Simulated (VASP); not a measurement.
Set up this calculation in VASP 6.6.1, as the native input.

| Property | Result |
| --- | --- |
| Task | single point |
| Functional | PBE |
| Potentials or basis | VASP PAW PBE potentials, release 64 (C, N) |
| Cutoff | 520 eV |
| k mesh | 6 × 6 × 4 |
| Occupations | gaussian, width 0.1 eV |
| Spin | collinear spin, ferromagnetic start |
| Starting moments | [1.0, 1.0, 1.0, 1.0, 1.0, 1.0] μB |
| Dipole correction | no |
| Further INCAR settings | ALGO = Normal; EDIFF = 1e-07; NBANDS = 26 |

The structure of C2N lies in POSCAR:

```
C2N
1.0
    3.2398935500      0.0000000000      0.0000000000
    0.0000000000      3.2398935500      0.0000000000
    0.0000000000      0.0000000000      6.4952384900
C N
4 2
Direct
    0.0000000000      0.0000000000      0.0000000000
    0.5000000000      0.5000000000      0.0000000000
    0.0000000000      0.5000000000      0.3719829600
    0.5000000000      0.0000000000      0.6280170400
    0.0000000000      0.5000000000      0.7284373000
    0.5000000000      0.0000000000      0.2715627000
```

The cell was generated, and may not be a known phase.

The input as run:

INCAR

```
SYSTEM = C2N
PREC     = Accurate       ! precision mode
ENCUT    = 520            ! plane-wave cutoff, eV
EDIFF    = 1E-7           ! SCF threshold, eV
ISMEAR   = 0              ! smearing method
SIGMA    = 0.1            ! smearing width, eV
LREAL    = .False.        ! projectors in reciprocal space
LASPH    = .True.         ! aspherical terms in the spheres
NELM     = 150            ! most SCF steps
ALGO     = Normal         ! electronic algorithm
ISIF     = 2              ! what is computed and relaxed
LWAVE    = .False.        ! write WAVECAR
LCHARG   = .True.         ! write CHGCAR
ISPIN    = 2              ! spin polarisation
MAGMOM   = 1 1 1 1 1 1    ! initial moments
LORBIT   = 11             ! projections on sites
GGA      = PE             ! functional
LELF     = .True.         ! ELF
LVHAR    = .True.       
NBANDS   = 26             ! bands
```

KPOINTS

```
regular mesh
0
Gamma
  6 6 4
  0 0 0
```

Potentials or basis: VASP PAW PBE potentials, release 64 (C, N).

The run is started by

```sh
$ cat potpaw_PBE.64/C/POTCAR potpaw_PBE.64/N/POTCAR > POTCAR
$ mpirun -np 1 vasp_std > vasp.out
```

It gave:

```json
{"Pressure": "-31.1 GPa", "Largest force": "1.211 eV/Å", "Band gap on the k mesh": "zero (filled and empty bands overlap)", "Net moment": "0.00 μB per cell", "Valence electrons inside the program's atomic spheres": "C 1.94, 1.92 (each value once); N 3.28"}
```

Caveat: the stress differs along the axes, from -34 to -26 GPa; forces of over 1 eV/Å act on the atoms, so gaps and moduli don't describe the material at rest.

Wall time 36 s on 1 thread of Intel(R) Xeon(R) 6975P-C (Granite Rapids) (shared host), peak memory 0.22 GiB.
